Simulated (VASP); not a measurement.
MgC:

```xyz
4
Lattice="4.7356 0.0000 0.0000 0.0000 3.1382 0.0000 0.0000 0.0000 4.7465" Properties=species:S:1:pos:R:3 pbc="T T T"
Mg    3.5517    1.5691    1.2061
Mg    1.1839    1.5691    3.5404
C     1.1839    0.0000    1.1369
C     3.5517    0.0000    3.6096
```

- Program: VASP 6.6.1
- Task: relaxation of cell and atoms
- Functional: PBE
- Potentials or basis: VASP PAW PBE potentials, release 64 (Mg, C)
- Cutoff: 600 eV
- k mesh: 4 × 6 × 4
- Occupations: gaussian, width 0.1 eV
- Spin: no spin polarisation

At the start: pressure -19.7 GPa; volume 17.63 Å³/atom.

Problem. Where does the relaxation end?

Solution. Over 19 steps the energy falls by 649.0 meV/atom and the volume is 10.96 Å³/atom (-37.9 %); space group P4/mmm (No. 123, to 0.05 Å).

The path:
```tsv
step	energy change (eV)	largest force (eV/Å)	pressure (GPa)	volume (Å³)
1	0.0000	0.1264	-19.75	70.54
2	-2.2102	0.1482	-11.73	50.59
3	-2.4862	0.1950	-2.14	44.83
4	-2.4932	0.2091	0.68	43.68
5	-2.4929	0.2034	-0.49	44.14
6	-2.5044	0.1283	-0.48	44.13
7	-2.5074	0.0846	-0.42	44.13
8	-2.5167	0.0826	-0.26	44.11
9	-2.5744	0.1475	-0.54	44.06
10	-2.5534	0.3935	-0.39	43.84
11	-2.5763	0.3095	-0.43	43.94
12	-2.5869	0.2198	-0.49	44.01
13	-2.5869	0.1962	-0.52	44.02
14	-2.5871	0.2092	-0.51	44.01
15	-2.5883	0.0974	0.35	43.52
16	-2.5910	0.1604	-0.10	43.79
17	-2.5952	0.0538	0.12	43.70
18	-2.5952	0.0722	0.17	43.69
19	-2.5959	0.0131	-0.15	43.82
```

Final structure:
```yaml
crystal:
  lattice:
    - [3.87650, 0.00000, 0.00000]
    - [0.00000, 2.91856, 0.00000]
    - [0.00000, 0.00000, 3.87334]
  atoms:
    - { symbol: Mg, position: [0.75000, 0.50000, 0.24966] }
    - { symbol: Mg, position: [0.25000, 0.50000, 0.75034] }
    - { symbol: C, position: [0.25000, 0.00000, 0.25038] }
    - { symbol: C, position: [0.75000, 0.00000, 0.74962] }
```

Caveat: the volume moved by over 15 % at a fixed basis, so the end points are rough.
